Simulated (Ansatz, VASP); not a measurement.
# TiO: VASP beside Ansatz

```xyz
4
Lattice="2.8634 0.0000 0.0000 -1.4317 2.4798 0.0000 0.0000 0.0000 5.5705" Properties=species:S:1:pos:R:3 pbc="T T T"
Ti    0.0000    1.6532    1.3926
Ti    1.4317    0.8266    4.1779
O     0.0000    0.0000    0.0000
O     0.0000    0.0000    2.7853
```

Alike in both runs: task single point; functional r2SCAN; k mesh 12 × 12 × 6; occupations gaussian, width 0.03 eV; no spin polarisation; Hubbard terms Ti d U = 4.0 eV.

```csv
,VASP,Ansatz
version,VASP 6.6.1,Ansatz 0.2.0
potentials or method,"VASP PAW PBE potentials, release 64 (Ti_sv, O), cutoff 520 eV","scalar-relativistic, plane waves, PAW"
valence electrons in the cell,36,36
```

|  | VASP | Ansatz | Ansatz less VASP |
| --- | --- | --- | --- |
| gap on the k mesh at the Fermi level (eV) | 0.13 | 0.11 | -0.026 |
| least direct gap on the mesh (eV) | 0.23 | 0.48 | +0.247 |
| pressure (GPa) | 5.5 | 0.0 | -5.54 |
| traceless stress, the component that is largest in VASP (GPa) | 2.22 | -0.02 | -2.238 |

VASP's potentials were made for PBE, not for r2SCAN. The programs project onto different local orbitals, so the same U acts differently, and such runs can settle in different states.
